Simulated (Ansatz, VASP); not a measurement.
# Al2O3 in VASP and in Ansatz

```
Al O
1.0
     2.40251    1.38709    4.37208
    -2.40251    1.38709    4.37208
     0.00000   -2.77418    4.37208
Al O
4 6
Cartesian
  0.0000 0.0000 1.9399
  0.0000 0.0000 4.6182
  0.0000 0.0000 8.4981
  0.0000 0.0000 11.1763
  0.9315 1.3871 7.6511
  -0.7355 1.5002 5.4651
  0.7355 -1.5002 7.6511
  -1.6670 0.1131 7.6511
  1.6670 -0.1131 5.4651
  -0.9315 -1.3871 5.4651
```

Alike in both runs: task relaxation of cell and atoms; functional PBE; k mesh 6 × 6 × 6; occupations gaussian, width 0.02 eV; no spin polarisation.

|  | VASP | Ansatz |
| --- | --- | --- |
| version | VASP 6.6.1 | Ansatz 0.2.0 |
| potentials or method | VASP PAW PBE potentials, release 64 (Al, O), cutoff 600 eV | scalar-relativistic, plane waves, PAW |
| valence electrons in the cell | 48 | 48 |

Ansatz gave:

* gap on the k mesh at the Fermi level, each at its own relaxed structure (eV): 5.85
* relaxed volume (Å³/atom): 8.76
* relaxed cell length with the largest relative difference (Å): 5.181

Problem. Which values does VASP return?

Solution. gap on the k mesh at the Fermi level, each at its own relaxed structure (eV): 5.87; relaxed volume (Å³/atom): 8.74; relaxed cell length with the largest relative difference (Å): 5.178.
